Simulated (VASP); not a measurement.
ZnS:

```
CELL_PARAMETERS angstrom
0.00000 2.69409 2.58632
2.69409 0.00000 2.58632
2.69409 2.69409 0.00000
ATOMIC_POSITIONS crystal
Zn 0.00000 0.00000 0.00000
S 0.25000 0.25000 0.25000
```

This cell differs from its parent crystal: uniaxial z strain -4.0%.

Program: VASP 6.6.1. Alike in all runs: task single point; potentials or basis VASP PAW PBE potentials, release 64 (Zn, S); no spin polarisation; cell as given; cutoff (eV) 520.

Q: Order these runs on this cell by their band gap on the k mesh, lowest first.
A. level r2SCAN; k mesh 8 × 8 × 8; smearing gaussian 0.01 eV
B. level HSE06; k mesh 6 × 6 × 6; smearing gaussian 0.01 eV; grid for exact exchange (PRECFOCK) Normal; share of exact exchange 0.25; screening parameter 0.2079 1/Å
C. level PBE; k mesh 8 × 8 × 8; smearing fermi-dirac 0.02 eV

A: C (2.24 eV), A (2.81 eV), B (3.47 eV).
